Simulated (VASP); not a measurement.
A run of VASP 6.6.1:

File INCAR:

```
SYSTEM = GaH2
  PREC = Accurate
  ENCUT = 520
  EDIFF = 1E-7
  ISMEAR = 0
  SIGMA = 0.1
  LREAL = .FALSE.
  LASPH = .TRUE.
  NELM = 100
  ALGO = Normal
  ISIF = 2
  LWAVE = .FALSE.
  LCHARG = .FALSE.
  GGA = PE
  NBANDS = 14
```

File KPOINTS:

```
regular mesh
0
G
  6 6 6
  0 0 0
```

File POSCAR:

```
GaH2
1.0
    0.0000000000      2.4409490092      2.4409490092
    2.4409490092      0.0000000000      2.4409490092
    2.4409490092      2.4409490092      0.0000000000
Ga H
1 2
Direct
    0.0000000000      0.0000000000      0.0000000000
    0.2500000000      0.2500000000      0.2500000000
    0.7500000000      0.7500000000      0.7500000000
```

Potentials or basis: VASP PAW PBE potentials, release 64 (Ga_d, H).

The run is started by

```console
$ cat potpaw_PBE.64/Ga_d/POTCAR potpaw_PBE.64/H/POTCAR > POTCAR
$ mpirun -np 1 vasp_std > vasp.out
```

Hardware: 1 thread of Oxide Virtual Turin-like Processor, with other jobs on the host.

Problem. How long does it take, and how much memory?

Solution. Wall time 12 s on 1 thread of Oxide Virtual Turin-like Processor, on a shared host, peak memory 0.12 GiB. Counts: scf iterations 12, k points 16.
